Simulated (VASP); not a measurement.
CaSi3N2: single point with PBE

The system is CaSi3N2.

```xyz
6
Lattice="5.4218 0.0000 0.0000 -2.7109 4.6954 0.0000 0.0000 0.0000 3.2663" Properties=species:S:1:pos:R:3 pbc="T T T"
Ca    0.0000    0.0000    0.0000
Si    2.7109    0.0000    1.6331
Si    1.3554    2.3477    1.6331
Si   -1.3554    2.3477    1.6331
N     0.0000    3.1303    0.0000
N     2.7109    1.5651    0.0000
```

The cell was generated, and may not be a known phase.

```json
{"Program": "VASP 6.6.1", "Task": "single point", "Functional": "PBE", "Potentials or basis": "VASP PAW PBE potentials, release 64 (Ca_sv, Si, N)", "Cutoff": "600 eV", "k mesh": "6 × 6 × 6", "Occupations": "gaussian, width 0.1 eV", "Spin": "no spin polarisation"}
```

The pressure is -7.1 GPa and the band gap on the k mesh is zero (bands 16 and 17 overlap by 2.32 eV).

Stress tensor (GPa, compression positive):
```
-7.98  0.00  0.00
 0.00 -7.98  0.00
 0.00  0.00 -5.48
```

Levels at points of the mesh, in eV from the Fermi level:
```csv
k point,band 13,band 14,band 15,band 16,band 17,band 18,band 19,band 20
"(0.00, 0.00, 0.00)",-3.32,-0.68,0.31,0.31,0.87,1.71,1.71,2.56
"(0.50, 0.00, 0.00)",-2.96,-2.84,-1.94,-0.30,1.50,1.75,1.94,3.09
"(0.00, 0.00, 0.50)",-3.20,-3.20,-2.96,-2.96,-0.25,0.72,4.39,4.39
"(0.50, 0.00, 0.50)",-3.67,-2.63,-1.50,0.68,0.80,1.03,2.24,3.11
```

It took 39 s on 1 thread of Intel(R) Xeon(R) 6975P-C (Granite Rapids), with other jobs on the host, peak memory 0.28 GiB.

Caveat: the cell stands under tension.
